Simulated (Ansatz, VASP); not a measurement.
## One calculation of Ni, two programs

INCAR

```
  ALGO = Normal
  EDIFF = 1E-7
  ENCUT = 520
  GGA = PE
  ISIF = 2
  ISMEAR = -1
  ISPIN = 2
  LASPH = T
  LCHARG = F
  LMAXMIX = 4
  LORBIT = 11
  LREAL = F
  LWAVE = F
  MAGMOM = 2 0
  NBANDS = 21
  NELM = 150
  PREC = Accurate
  SIGMA = 0.1
```

KPOINTS

```
k-points
0
Gamma
  12 12 6
```

The input POSCAR:

```
Ni
1.0
    0.0000000000      1.7710500000      1.7710500000
    1.7710500000      0.0000000000      1.7710500000
    3.5421000000      3.5421000000      0.0000000000
Ni
2
Direct
    0.0000000000      0.0000000000      0.0000000000
    0.0000000000      0.0000000000      0.5000000000
```

Input for Ansatz:

```yaml
crystal:
  lattice:
    - [0.0, 1.77105, 1.77105]
    - [1.77105, 0.0, 1.77105]
    - [3.5421, 3.5421, 0.0]
  atoms:
    - { symbol: Ni, position: [0.0, 0.0, 0.0], spin: 2.0 }
    - { symbol: Ni, position: [0.0, 0.0, 0.5] }
magnetization:
  spin_polarized: true
hamiltonian:
  xc: pbe
  pseudopotentials: { kind: paw }
basis:
  ecutwfc: 420
kpoints:
  mp_grid: { grid: [12, 12, 6] }
scf:
  occupations: { method: fermi_dirac, width: 0.1 }
  lower_state_search: "off"
output:
  forces: true
  stress: true
```

Alike in both runs: task single point; functional PBE; k mesh 12 × 12 × 6; occupations fermi-dirac, width 0.1 eV; collinear spin.

|  | VASP | Ansatz |
| --- | --- | --- |
| version | VASP 6.6.1 | Ansatz 0.2.0 |
| potentials or method | VASP PAW PBE potentials, release 64 (Ni), cutoff 520 eV | PAW, plane waves, scalar-relativistic |
| valence electrons in the cell | 20 | 36 |

VASP gave:

| Property | Result |
| --- | --- |
| pressure (GPa) | -3.3 |
| net moment per atom (μB) | 0.64 |
| size of the moment on the site where the two differ most (μB) | 0.65 |

Question: Which values does Ansatz return?

Answer: Pressure (GPa): -3.3; net moment per atom (μB): 0.66; size of the moment on the site where the two differ most (μB): 0.70.

Site moments also hang on the region over which each program counts them. The functional is the same, so the differences come from potentials, cutoffs and numerics. VASP's potentials hold 20 valence electrons a cell and Ansatz's 36, so a difference there can come from the potentials and not from the codes.
